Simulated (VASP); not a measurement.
A run of VASP 6.6.1:

INCAR

```
SYSTEM = Ti
ALGO     = Normal         ! electronic algorithm
EDIFF    = 1E-6           ! SCF threshold, eV
ENCUT    = 520            ! plane-wave cutoff, eV
GGA      = RP             ! functional
ISIF     = 2              ! what is computed and relaxed
ISMEAR   = -1             ! smearing method
LASPH    = .True.         ! aspherical terms in the spheres
LCHARG   = .False.        ! write CHGCAR
LREAL    = .False.        ! projectors in reciprocal space
LWAVE    = .False.        ! write WAVECAR
NBANDS   = 12             ! bands
NELM     = 80             ! most SCF steps
PREC     = Accurate       ! precision mode
SIGMA    = 0.1            ! smearing width, eV
```

The input KPOINTS:

```
k-points
0
Gamma
  15 15 15
  0 0 0
```

POSCAR

```
Ti
1.0
   -1.6897136908      1.6897136908      1.6897136908
    1.6897136908     -1.6897136908      1.6897136908
    1.6897136908      1.6897136908     -1.6897136908
Ti
1
Direct
    0.0000000000      0.0000000000      0.0000000000
```

Potentials or basis: VASP PAW PBE potentials, release 64 (Ti_sv).

The run is started by

```bash
$ cat potpaw_PBE.64/Ti_sv/POTCAR > POTCAR
$ mpirun -np 1 vasp_std > vasp.out
```

Hardware: 1 thread of AMD EPYC 7R13, on a shared host.

Question: How long does it take, and how much memory?

Answer: Run time: 49 s on 1 thread of AMD EPYC 7R13, on a shared host, peak memory 0.12 GiB. Counts: scf iterations 13, k points 120.
